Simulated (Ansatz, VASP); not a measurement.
Two plane-wave programs on SiO2

```
Si O
1.0
     4.98507    0.00000    0.00000
     0.00000    4.98507    0.00000
     0.00000    0.00000    6.92725
Si O
4 8
Direct
  0.30175 0.30175 0.00000
  0.19825 0.80175 0.25000
  0.69825 0.69825 0.50000
  0.80175 0.19825 0.75000
  0.23845 0.10794 0.18082
  0.39206 0.73845 0.43082
  0.76155 0.89206 0.68082
  0.60794 0.26155 0.93082
  0.73845 0.39206 0.56918
  0.89206 0.76155 0.31918
  0.26155 0.60794 0.06918
  0.10794 0.23845 0.81918
```

Alike in both runs: functional r2SCAN; k mesh 6 × 6 × 4; occupations fermi-dirac, width 0.02 eV; no spin polarisation.

Ansatz relaxed the structure, and its values are those at the end. VASP's run is a single point on that final structure, the one shown.

|  | VASP | Ansatz |
| --- | --- | --- |
| version | VASP 6.6.1 | Ansatz 0.2.0 |
| potentials or method | VASP PAW PBE potentials, release 64 (Si, O), cutoff 520 eV | PAW plane waves |
| valence electrons in the cell | 64 | 64 |

```csv
,VASP,Ansatz,Ansatz less VASP
gap on the k mesh at the Fermi level (eV),6.34,6.34,+0.004
pressure (GPa),0.1,0.0,-0.15
rms of the force components (eV/Å),0.010,0.001,-0.0089
```

VASP's potentials were made for PBE, not for r2SCAN. The functional is the same, so the differences come from potentials, cutoffs and numerics.
